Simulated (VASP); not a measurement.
Write the native input for VASP 6.6.1 that does the following.

| Quantity | Value |
| --- | --- |
| Task | relaxation of cell and atoms |
| Functional | PBE |
| Potentials or basis | VASP PAW PBE potentials, release 64 (Be, S) |
| Cutoff | 600 eV |
| k mesh | 6 × 6 × 4 |
| Occupations | gaussian, width 0.1 eV |
| Spin | no spin polarisation |
| Dipole correction | no |
| Further INCAR settings | ALGO = Normal; EDIFF = 1e-07; IBRION = 2; EDIFFG = -0.04; NSW = 90; ISIF = 3 |

The structure of Be4S lies in POSCAR:

```
Be4S
1.0
    5.4252517754     -1.7555928994      0.0000000000
    5.4252517754      1.7555928994      0.0000000000
   -1.5444151498      0.0000000000      5.8509289265
Be S
8 2
Direct
    0.2965446092      0.2965446092      0.2814956833
    0.6020821906      0.6020821906      0.4439019300
    0.8533769931      0.8533769931      0.0909866373
    0.0601772372      0.0601772372      0.1516337039
    0.6560494310      0.6560494310      0.0930772694
    0.9443149237      0.9443149237      0.8006311313
    0.4544407689      0.4544407689      0.0747366738
    0.2372715371      0.2372715371      0.9395803332
    0.8023754813      0.8023754813      0.4828179516
    0.0936379842      0.0936379842      0.6411386862
```

One way to write it, as run:

INCAR

```
SYSTEM = Be4S
  PREC = Accurate
  ENCUT = 600
  EDIFF = 1E-7
  ISMEAR = 0
  SIGMA = 0.1
  LREAL = .FALSE.
  LASPH = .TRUE.
  NELM = 80
  ALGO = Normal
  ISIF = 3
  LWAVE = .FALSE.
  LCHARG = .FALSE.
  GGA = PE
  IBRION = 2
  NSW = 90
  EDIFFG = -0.04
```

KPOINTS

```
Automatic mesh
0
G
  6 6 4
  0 0 0
```

Potentials or basis: VASP PAW PBE potentials, release 64 (Be, S).

The run is started by

```sh
$ cat potpaw_PBE.64/Be/POTCAR potpaw_PBE.64/S/POTCAR > POTCAR
$ mpirun -np 1 vasp_std > vasp.out
```

It gave:

```yaml
Relaxed_volume: 11.16 Å³/atom
Relaxed_cell: a = 5.701 Å, b = 5.701 Å, c = 6.058 Å, α = 104.10°, β = 104.10°, γ = 35.88°
Space_group_after_relaxing_to_0.1_Å: Cm (No. 8)
Energy_gained_by_relaxing: 0.1 meV/atom
Ionic_steps: 2
Pressure_after_relaxing: 0.0 GPa
Largest_force_after_relaxing: 0.027 eV/Å
Band_gap_on_the_k_mesh: zero (bands 14 and 15 overlap by 1.07 eV)
```

Run time: 4.8 min on 1 thread of Intel(R) Xeon(R) Platinum 8259CL CPU @ 2.50GHz (Skylake/Cascade Lake), on a shared host, peak memory 0.38 GiB.
